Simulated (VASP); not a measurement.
A run of VASP 6.6.1 is set up as follows.

The input POSCAR:

```
Pt
1.0
   -1.5694863910      1.5694863910      1.5694863910
    1.5694863910     -1.5694863910      1.5694863910
    1.5694863910      1.5694863910     -1.5694863910
Pt
1
Direct
    0.0000000000      0.0000000000      0.0000000000
```

INCAR.step1

```
SYSTEM = Pt
PREC = Accurate
ENCUT = 520
ISMEAR = 0
SIGMA = 0.15
LREAL = .FALSE.
LASPH = .TRUE.
NELM = 100
NBANDS = 11
GGA = PE
ALGO = Normal
EDIFF = 1E-4
LWAVE = .TRUE.
LCHARG = .FALSE.
```

File INCAR.step2:

```
SYSTEM = Pt
PREC = Accurate
ENCUT = 520
EDIFF = 1E-7
ISMEAR = 0
SIGMA = 0.15
LREAL = .FALSE.
LASPH = .TRUE.
NELM = 100
ALGO = Normal
ISIF = 2
LWAVE = .FALSE.
LCHARG = .FALSE.
METAGGA = R2SCAN
LMIXTAU = .TRUE.
NBANDS = 11
ISTART = 1
```

Contents of KPOINTS:

```
Automatic mesh
0
G
  16 16 16
  0 0 0
```

Potentials or basis: VASP PAW PBE potentials, release 64 (Pt).

Launch:

```sh
$ cat potpaw_PBE.64/Pt/POTCAR > POTCAR
$ cp INCAR.step1 INCAR
$ mpirun -np 1 vasp_std > vasp.out
$ cp INCAR.step2 INCAR
$ mpirun -np 1 vasp_std > vasp.out
```

**Question.** Predict the pressure.

**Answer.** 1.0 GPa.

**Question.** Estimate the band gap on the k mesh.

**Answer.** Zero (band 5 reaches 11.46 eV, above the bottom of band 6 at 9.05 eV).

Caveat: the PAW data sets were made with another functional, which shifts forces and pressure a little; spin-orbit coupling is left out, which moves the levels of the heavy elements.
